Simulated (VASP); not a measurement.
Wanted: the native input for a VASP 6.6.1 run.

* Task: single point
* Functional: PBE
* Potentials or basis: VASP PAW PBE potentials, release 64 (N, As, B)
* Cutoff: 520 eV
* k mesh: 8 × 6 × 6
* Occupations: fermi-dirac, width 0.02 eV
* Spin: no spin polarisation
* Dipole correction: no
* Further INCAR settings: ALGO = Normal; EDIFF = 1e-06; NBANDS = 26

The structure of B4AsN3 lies in POSCAR:

```
B4AsN3
1.0
    2.7775104788      0.0000000000      0.0000000000
    0.0000000000      2.8401751490      3.9942992229
    0.0000000000     -2.8401751490      3.9942992229
N As B
3 1 4
Direct
    0.0000000000      0.0031375972      0.0031375972
    0.5000000000      0.0083984019      0.4866144629
    0.5000000000      0.4866144629      0.0083984019
    0.0000000000      0.5019655095      0.5019655095
    0.5000000000      0.8811933589      0.8811933589
    0.0000000000      0.9144893573      0.3603471621
    0.0000000000      0.3603471621      0.9144893573
    0.5000000000      0.3438541503      0.3438541503
```

These files were run (other wordings do the same):

INCAR

```
PREC = Accurate
ENCUT = 520
EDIFF = 1E-6
ISMEAR = -1
SIGMA = 0.02
LREAL = F
LASPH = T
NELM = 100
ALGO = Normal
ISIF = 2
LWAVE = F
LCHARG = F
GGA = PE
NBANDS = 26
```

KPOINTS

```
Automatic mesh
0
Gamma
  8 6 6
```

Potentials or basis: VASP PAW PBE potentials, release 64 (N, As, B).

The run is started by

```bash
$ cat potpaw_PBE.64/N/POTCAR potpaw_PBE.64/As/POTCAR potpaw_PBE.64/B/POTCAR > POTCAR
$ mpirun -np 1 vasp_std > vasp.out
```

Results of the run:

```yaml
Pressure: 0.9 GPa
Largest_force: 0.159 eV/Å
Band_gap_on_the_k_mesh: zero (band 16 reaches 9.62 eV, above the bottom of band 17 at 9.39 eV)
```

It took 80 s on 1 thread of Intel(R) Xeon(R) Platinum 8259CL CPU @ 2.50GHz (Skylake/Cascade Lake) (shared host), peak memory 0.24 GiB.
